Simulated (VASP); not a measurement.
# IrPt2 (P1) in VASP: relaxation of cell and atoms with PBE

Aim: the relaxation of cell and atoms of IrPt2 with PBE.

Program: VASP 6.6.1. These are calculated values, not measurements. Logs are shortened: lines on timing, memory, paths and dates and some standing lists are left out, and cuts for length are marked.

## (1) The cell of the first run

The typed cell holds 6 atoms: a = 2.744 Å, b = 4.882 Å, c = 6.854 Å, α = 90.44°, β = 89.99°, γ = 91.29°.

## (2) Relaxation of cell and atoms, PBE

File INCAR:

```
SYSTEM = IrPt2
ALGO = Fast ; EDIFF = 1E-7
EDIFFG = -0.025 ; ENCUT = 600
GGA = PE ; IBRION = 2
ISIF = 3 ; ISMEAR = 0
LASPH = .True. ; LCHARG = .False.
LREAL = .False. ; LWAVE = .False.
NELM = 60 ; NSW = 80
PREC = Accurate ; SIGMA = 0.2
```

File KPOINTS:

```
k-points
0
Gamma
  8 4 4
  0 0 0
```

File POSCAR:

```
IrPt2
1.0
    2.7439738032     -0.0311856646      0.0002085496
   -0.0540151556      4.8815898740     -0.0189794537
    0.0005046538     -0.0265159539      6.8544075564
Ir Pt
2 4
Direct
    0.0233804194      0.0037673539     -0.0035996107
    0.4853528465      0.5015712198      1.0033000504
    0.9727004458      0.3320361476      0.3303972276
    0.5128118807      0.8241040046      0.3286666417
    0.5264019349      0.1602044892      0.6688133770
    0.9793524726      0.6783167849      0.6724223140
```

Potentials or basis: VASP PAW PBE potentials, release 64 (Ir, Pt).

Started as:

```
$ cat potpaw_PBE.64/Ir/POTCAR potpaw_PBE.64/Pt/POTCAR > POTCAR
$ mpirun -np 1 vasp_std > vasp.out
```

OUTCAR:

```text
SYSTEM = IrPt2
   EDIFF = 1E-7
   EDIFFG = -0.025
   ENCUT = 600
   GGA = PE
   IBRION = 2
   ISIF = 3
   ISMEAR = 0
   LASPH = .True.
   LREAL = .False.
   NELM = 60
   NSW = 80
   PREC = Accurate

 ion  position               nearest neighbor table
   1  0.023  0.004  0.996-   2 2.72   6 2.72   5 2.74   5 2.75   2 2.79   3 2.79   4 2.80   4 2.81
                             2 2.83   2 2.87
   2  0.485  0.502  0.003-   1 2.72   4 2.72   3 2.75   3 2.77   6 2.78   1 2.79   6 2.81   5 2.83
                             1 2.83   1 2.87
   3  0.973  0.332  0.330-   4 2.74   5 2.75   2 2.75   4 2.76   2 2.77   1 2.79   4 2.79   6 2.88
                             5 2.91   4 2.92
   4  0.513  0.824  0.329-   2 2.72   3 2.74   3 2.76   6 2.79   3 2.79   1 2.80   1 2.81   5 2.84
                             6 2.86   3 2.92
   5  0.526  0.160  0.669-   6 2.69   1 2.74   1 2.75   3 2.75   6 2.76   6 2.79   2 2.83   4 2.84
                             3 2.91   6 2.97
   6  0.979  0.678  0.672-   5 2.69   1 2.72   5 2.76   2 2.78   4 2.79   5 2.79   2 2.81   4 2.86
                             3 2.88   5 2.97

  LATTYP: Found a triclinic cell.
 ALAT       =     4.8819255990
 B/A-ratio  =     0.5621042280
 C/A-ratio  =     1.4040482026
 COS(alpha) =     0.0001935791
 COS(beta)  =     0.0077566418
 COS(gamma) =     0.0224275256

  Lattice vectors:

 A1 = (   0.0540151556,  -4.8815898740,   0.0189794537)
 A2 = (   2.7439738032,  -0.0311856646,   0.0002085496)
 A3 = (   0.0005046538,  -0.0265159539,   6.8544075564)

Analysis of symmetry for initial positions (statically):
=====================================================================
 Subroutine PRICEL returns:
 Original cell was already a primitive cell.

 Routine SETGRP: Setting up the symmetry group for a
 triclinic supercell.

 Subroutine GETGRP returns: Found  1 space group operations
 (whereof  1 operations were pure point group operations)
 out of a pool of  2 trial point group operations.

The static configuration has the point symmetry C_1 .

Analysis of symmetry for dynamics (positions and initial velocities):
=====================================================================
 Subroutine PRICEL returns:
 Original cell was already a primitive cell.

 Routine SETGRP: Setting up the symmetry group for a
 triclinic supercell.

 Subroutine GETGRP returns: Found  1 space group operations
 (whereof  1 operations were pure point group operations)
 out of a pool of  2 trial point group operations.

The dynamic configuration has the point symmetry C_1 .

 Subroutine INISYM returns: Found  1 space group operations
[... 130 lines left out ...]
   GGA     = PE    functional components
   LHFCALC =     F    Hartree Fock is set to
   AEXX    =    0.0000 exact exchange contribution
   IVDW    =     0    specifies the selected vdW correction
   LEPSILON=     F    determine dielectric tensor
   LRPA    =     F    only Hartree local field effects (RPA)
 conjugate gradient relaxation of ions
 non-spin polarized calculation
 RMM-DIIS sequential band-by-band and
 Gauss-broadening in eV      SIGMA  =   0.20
  energy-cutoff  :      600.00
  volume of cell :       91.80
 maximum number of plane-waves:      3096
 NGX is ok and might be reduce to    24
   NGX = 11   NGY = 19   NGZ = 27

--------------------------------------- Ionic step        1  -------------------------------------------

 number of electron      58.0000000 magnetization

 Free energy of the ion-electron system (eV)
  ---------------------------------------------------
  ext. energy  EPLUGINS =         0.00000000
  ---------------------------------------------------
  free energy    TOTEN  =       -41.67474664 eV

  energy without entropy =      -41.48765854  energy(sigma->0) =      -41.58120259

------------------------ aborting loop because EDIFF is reached ----------------------------------------

  FORCE on cell =-STRESS in cart. coord.  units (eV):
  Direction    XX          YY          ZZ          XY          YZ          ZX
  --------------------------------------------------------------------------------------
  -------------------------------------------------------------------------------------
  Total        2.3009114     -0.5685228     -1.4897215      0.7702636      0.3292559     -0.1448867
  in kB       40.1569257     -9.9222101    -25.9995385     13.4431148      5.7463771     -2.5286516
  external PRESSURE =       1.4117257 kB  Pullay stress =       0.0000000 kB
[... 101 lines left out ...]
  FREE ENERGIE OF THE ION-ELECTRON SYSTEM (eV)
  ---------------------------------------------------
  free  energy   TOTEN  =       -41.8101282479 eV

  energy  without entropy=      -41.6247236414  energy(sigma->0) =      -41.71742594

[... ionic steps 4 to 12 ...]

--------------------------------------- Ionic step       13  -------------------------------------------

 number of electron      57.9999998 magnetization

------------------------ aborting loop because EDIFF is reached ----------------------------------------
[... 75 lines left out ...]
--------------------------------------- Ionic step       15  -------------------------------------------

 number of electron      57.9999998 magnetization

 Free energy of the ion-electron system (eV)
  ---------------------------------------------------
  ext. energy  EPLUGINS =         0.00000000
  ---------------------------------------------------
  free energy    TOTEN  =       -41.86073801 eV

  energy without entropy =      -41.67507051  energy(sigma->0) =      -41.76790426

 E-fermi :  10.4733     XC(G=0): -13.4682

 val. band max:       10.4685022934   @ k =   0.0000   0.0000   0.0000
 cond. band min:      10.4763472874   @ k =   0.3750   0.5000   0.5000
 fundamental gap:      0.0078449940
 Fermi energy:        10.4733269482

 k-point     1 :       0.0000    0.0000    0.0000
  band No.  band energies     occupation
      1       0.2484      2.00000
      2       2.9833      2.00000
      3       3.0276      2.00000
      4       3.4115      2.00000
      5       3.8698      2.00000
      6       3.9368      2.00000
[... 877 lines left out ...]
     33      14.4541      0.00000
     34      14.7358      0.00000

 [... further k-points ...]

------------------------ aborting loop because EDIFF is reached ----------------------------------------

  FORCE on cell =-STRESS in cart. coord.  units (eV):
  Direction    XX          YY          ZZ          XY          YZ          ZX
  --------------------------------------------------------------------------------------
  -------------------------------------------------------------------------------------
  Total       -0.0124285     -0.0408568     -0.0205664      0.0049026      0.0051412      0.0269254
  in kB       -0.2177359     -0.7157728     -0.3603039      0.0858880      0.0900681      0.4717078
  external PRESSURE =      -0.4312709 kB  Pullay stress =       0.0000000 kB
[... 21 lines left out ...]
  FREE ENERGIE OF THE ION-ELECTRON SYSTEM (eV)
  ---------------------------------------------------
  free  energy   TOTEN  =       -41.8607380078 eV

  energy  without entropy=      -41.6750705088  energy(sigma->0) =      -41.76790426

 reached required accuracy - stopping structural energy minimisation
```

OSZICAR:

```text
N       E                     dE             d eps       ncg     rms          rms(c)
DAV:   1     0.550811623918E+03    0.55081E+03   -0.30894E+04  4624   0.188E+03
DAV:   2    -0.206713224863E+01   -0.55288E+03   -0.53642E+03  4696   0.445E+02
DAV:   3    -0.420758716443E+02   -0.40009E+02   -0.37386E+02  6234   0.112E+02
DAV:   4    -0.443018758662E+02   -0.22260E+01   -0.21402E+01  5536   0.256E+01
[... 184 lines left out ...]
RMM:   4    -0.418607385063E+02    0.31228E-05   -0.50655E-05  4806   0.393E-02    0.103E-02
RMM:   5    -0.418607386569E+02   -0.15064E-06   -0.10508E-05  5296   0.182E-02    0.737E-03
RMM:   6    -0.418607381755E+02    0.48146E-06   -0.27981E-06  5131   0.968E-03    0.338E-03
RMM:   7    -0.418607381001E+02    0.75413E-07   -0.12378E-06  5030   0.628E-03    0.317E-03
RMM:   8    -0.418607380078E+02    0.92285E-07   -0.35423E-07  3005   0.380E-03
  15 F= -.41860738E+02 E0= -.41767904E+02  d E =-.779566E-04
```

CONTCAR:

```text
IrPt2
   1.00000000000000
     2.7912867693139440   -0.0001752244740986   -0.0002198911695548
    -0.0007984997609200    4.8215822691747467    0.0007468740910125
    -0.0007016542905898    0.0006207631303981    6.7952604315612124
  Ir              Pt
     2     4
Direct
     0.0002551975723336    0.0000950933447370    0.0000536114469864
     0.5003369452076818    0.5001842409847502    0.9999542178157671
     0.9990447116688133    0.3335518274449296    0.3289051952425411
     0.4993032313728064    0.8335666844781472    0.3289000289348209
     0.5006668517670356    0.1663383144063265    0.6710918156913153
     0.0003930623113276    0.6662638393411094    0.6710951308685763

  0.00000000E+00  0.00000000E+00  0.00000000E+00
  0.00000000E+00  0.00000000E+00  0.00000000E+00
  0.00000000E+00  0.00000000E+00  0.00000000E+00
  0.00000000E+00  0.00000000E+00  0.00000000E+00
  0.00000000E+00  0.00000000E+00  0.00000000E+00
  0.00000000E+00  0.00000000E+00  0.00000000E+00
```

Run time: 66 min. Hardware: 1 thread of Intel Xeon 8259CL, shared host; peak memory 0.39 GiB.

What came out:

```yaml
Free_energy: -41.8607 eV
Relaxed_volume: 15.24 Å³/atom
Relaxed_cell: a = 2.791 Å, b = 4.822 Å, c = 6.795 Å, α = 89.99°, β = 90.01°, γ = 90.01°
Space_group_after_relaxing_to_0.1_Å: P-3m1 (No. 164)
Energy_gained_by_relaxing: 31.0 meV/atom
Ionic_steps: 15
Pressure_after_relaxing: 0.0 GPa
Largest_force_after_relaxing: 0.021 eV/Å
Band_gap_on_the_k_mesh: zero (bands 29 and 30 overlap by 1.95 eV)
```

Forces in eV/Å, atoms in the order of the input:
```
Ir  -0.002  0.000 -0.005
Ir  -0.007 -0.007  0.004
Pt   0.014  0.015 -0.003
Pt   0.006  0.012  0.002
Pt  -0.010 -0.015  0.003
Pt  -0.002 -0.005 -0.001
```

Step by step:
```csv
step,energy change (eV),largest force (eV/Å),pressure (GPa),volume (Å³)
1,0.0000,1.1690,0.14,91.80
2,-0.1343,0.4280,-1.13,91.95
3,-0.1354,0.4664,-1.16,91.97
4,-0.1609,0.3055,3.14,90.51
5,-0.1613,0.3195,2.68,90.65
6,-0.1789,0.1664,0.96,91.15
7,-0.1815,0.1376,0.04,91.44
8,-0.1835,0.1108,-0.07,91.47
9,-0.1852,0.0555,-0.29,91.54
10,-0.1855,0.0354,0.30,91.34
11,-0.1856,0.0380,0.24,91.36
12,-0.1859,0.0263,0.11,91.40
13,-0.1859,0.0295,0.01,91.44
14,-0.1859,0.0290,0.02,91.43
15,-0.1860,0.0210,-0.04,91.45
```

Final structure:
```cif
data_structure
_symmetry_space_group_name_H-M 'P 1'
_symmetry_Int_Tables_number 1
_cell_length_a 2.7913
_cell_length_b 4.8216
_cell_length_c 6.7953
_cell_angle_alpha 89.986
_cell_angle_beta 90.010
_cell_angle_gamma 90.013
_cell_volume 91.45
loop_
_atom_site_label
_atom_site_type_symbol
_atom_site_fract_x
_atom_site_fract_y
_atom_site_fract_z
_atom_site_occupancy
Ir1 Ir 0.00026 0.00010 0.00005 1
Ir2 Ir 0.50034 0.50018 0.99995 1
Pt1 Pt 0.99904 0.33355 0.32891 1
Pt2 Pt 0.49930 0.83357 0.32890 1
Pt3 Pt 0.50067 0.16634 0.67109 1
Pt4 Pt 0.00039 0.66626 0.67110 1
```

Caveat: the highest band is partly filled, so the run has too few bands; spin-orbit coupling is left out, which moves the levels of the heavy elements.
